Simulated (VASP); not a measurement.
Here is a VASP 6.6.1 calculation.

The input INCAR:

```
SYSTEM = AlNi
  PREC = Accurate
  ENCUT = 520
  EDIFF = 1E-7
  ISMEAR = 0
  SIGMA = 0.027000000000000003
  LREAL = .FALSE.
  LASPH = .TRUE.
  NELM = 150
  ALGO = Normal
  ISIF = 2
  LWAVE = .FALSE.
  LCHARG = .TRUE.
  ISPIN = 2
  MAGMOM = 1 0
  LORBIT = 11
  LMAXMIX = 4
  GGA = PE
  LELF = .TRUE.
  LVHAR = .TRUE.
  NBANDS = 18
```

File KPOINTS:

```
regular mesh
0
G
  9 9 9
  0 0 0
```

Contents of POSCAR:

```
AlNi
1.0
    2.8810000000      0.0000000000      0.0000000000
    0.0000000000      2.8810000000      0.0000000000
    0.0000000000      0.0000000000      2.8810000000
Ni Al
1 1
Direct
    0.5000000000      0.5000000000      0.5000000000
    0.0000000000      0.0000000000      0.0000000000
```

Potentials or basis: VASP PAW PBE potentials, release 64 (Ni, Al).

Run with:

```bash
$ cat potpaw_PBE.64/Ni/POTCAR potpaw_PBE.64/Al/POTCAR > POTCAR
$ mpirun -np 1 vasp_std > vasp.out
```

Question: What does it give for the pressure?

Answer: 1.9 GPa.

Question: What does it give for the net moment?

Answer: 0.00 μB per cell.
